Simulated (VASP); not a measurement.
Here is a VASP 6.6.1 calculation.

Contents of INCAR:

```
ALGO     = Normal         # electronic algorithm
EDIFF    = 1E-6           # SCF threshold, eV
ENCUT    = 520            # plane-wave cutoff, eV
GGA      = PE             # functional
ISIF     = 2              # what is computed and relaxed
ISMEAR   = -1             # smearing method
LASPH    = True           # aspherical terms in the spheres
LCHARG   = False          # write CHGCAR
LDAU     = True           # DFT+U
LDAUJ    = 0 0          
LDAUL    = 2 -1           # shell
LDAUPRINT= 1            
LDAUTYPE = 2            
LDAUU    = 5.3 0          # U, eV
LMAXMIX  = 4              # l up to which the mixer works
LREAL    = False          # projectors in reciprocal space
LWAVE    = False          # write WAVECAR
NBANDS   = 25             # bands
NELM     = 150            # most SCF steps
PREC     = Accurate       # precision mode
SIGMA    = 0.05           # smearing width, eV
```

The input KPOINTS:

```
k-points
0
Gamma
  9 9 5
```

Contents of POSCAR:

```
CuO
1.0
    1.9909680000     -2.1535500000      0.0000000000
    1.9909680000      2.1535500000      0.0000000000
    0.0000000000      0.0000000000      5.1559280000
Cu O
2 2
Direct
    0.5000000000      0.0000000000      0.0000000000
    0.0000000000      0.5000000000      0.5000000000
    0.5000000000      0.5000000000      0.2500000000
    0.5000000000      0.5000000000      0.7500000000
```

Potentials or basis: VASP PAW PBE potentials, release 64 (Cu, O).

Launch:

```console
$ cat potpaw_PBE.64/Cu/POTCAR potpaw_PBE.64/O/POTCAR > POTCAR
$ mpirun -np 1 vasp_std > vasp.out
```

**Question.** Estimate the band gap on the k mesh.

**Answer.** Zero (band 17 reaches 5.00 eV, above the bottom of band 18 at 4.09 eV).

**Question.** Estimate the pressure.

**Answer.** -0.7 GPa.

Eigenvalues of the final occupation matrices:
| site | spin | trace | eigenvalues |
| --- | --- | --- | --- |
| site 1 d | 1 | 4.65 | 0.80 0.94 0.97 0.97 0.98 |
| site 1 d | 2 | 4.65 | 0.80 0.94 0.97 0.97 0.98 |
| site 2 d | 1 | 4.65 | 0.80 0.94 0.97 0.97 0.98 |
| site 2 d | 2 | 4.65 | 0.80 0.94 0.97 0.97 0.98 |

Caveat: U without spin polarisation on a metal has little footing.
